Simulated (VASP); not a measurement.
Write the native input for VASP 6.6.1 that does the following.

* Task: relaxation of cell and atoms
* Functional: PBE
* Potentials or basis: VASP PAW PBE potentials, release 64 (Hf_pv, H)
* Cutoff: 600 eV
* k mesh: 4 × 4 × 4
* Occupations: gaussian, width 0.1 eV
* Spin: no spin polarisation
* Dipole correction: no
* Further INCAR settings: ALGO = Normal; EDIFF = 1e-06; IBRION = 2; EDIFFG = -0.04; NSW = 90; ISIF = 3

The structure of Hf3H lies in POSCAR:

```
Hf3H
1.0
    3.9852675140      0.0000000000      0.0000000000
    0.0000000000      3.9852675140      0.0000000000
    0.0000000000      0.0000000000      3.9852675140
Hf H
3 1
Direct
    0.0000000000      0.5000000000      0.5000000000
    0.5000000000      0.0000000000      0.5000000000
    0.5000000000      0.5000000000      0.0000000000
    0.0000000000      0.0000000000      0.0000000000
```

One way to write it, as run:

INCAR

```
ALGO = Normal
EDIFF = 1E-6
EDIFFG = -0.04
ENCUT = 600
GGA = PE
IBRION = 2
ISIF = 3
ISMEAR = 0
LASPH = T
LCHARG = F
LREAL = F
LWAVE = F
NELM = 60
NSW = 90
PREC = Accurate
SIGMA = 0.1
```

KPOINTS

```
k-points
0
Gamma
  4 4 4
```

Potentials or basis: VASP PAW PBE potentials, release 64 (Hf_pv, H).

Launch:

```sh
$ cat potpaw_PBE.64/Hf_pv/POTCAR potpaw_PBE.64/H/POTCAR > POTCAR
$ mpirun -np 1 vasp_std > vasp.out
```

Results of the run:

* Relaxed volume: 18.92 Å³/atom
* Relaxed cell: a = 4.230 Å, b = 4.230 Å, c = 4.230 Å, α = 90.00°, β = 90.00°, γ = 90.00°
* Space group after relaxing (to 0.1 Å): Pm-3m (No. 221)
* Energy gained by relaxing: 175.1 meV/atom
* Ionic steps: 3
* Pressure after relaxing: 0.0 GPa
* Band gap on the k mesh: zero (an odd number of electrons rules out a gap without spin polarisation)

Caveat: the k points lie up to 0.37 Å⁻¹ apart in the final cell, too coarse for converged energies and pressures of a metal; the volume moved by over 15 % at a fixed basis, so the end points are rough; spin-orbit coupling is left out, which moves the levels of the heavy elements.

Wall time 20 s on 1 thread of AMD EPYC 9R45 96-Core Processor (Zen 5), on a shared host, peak memory 0.16 GiB.
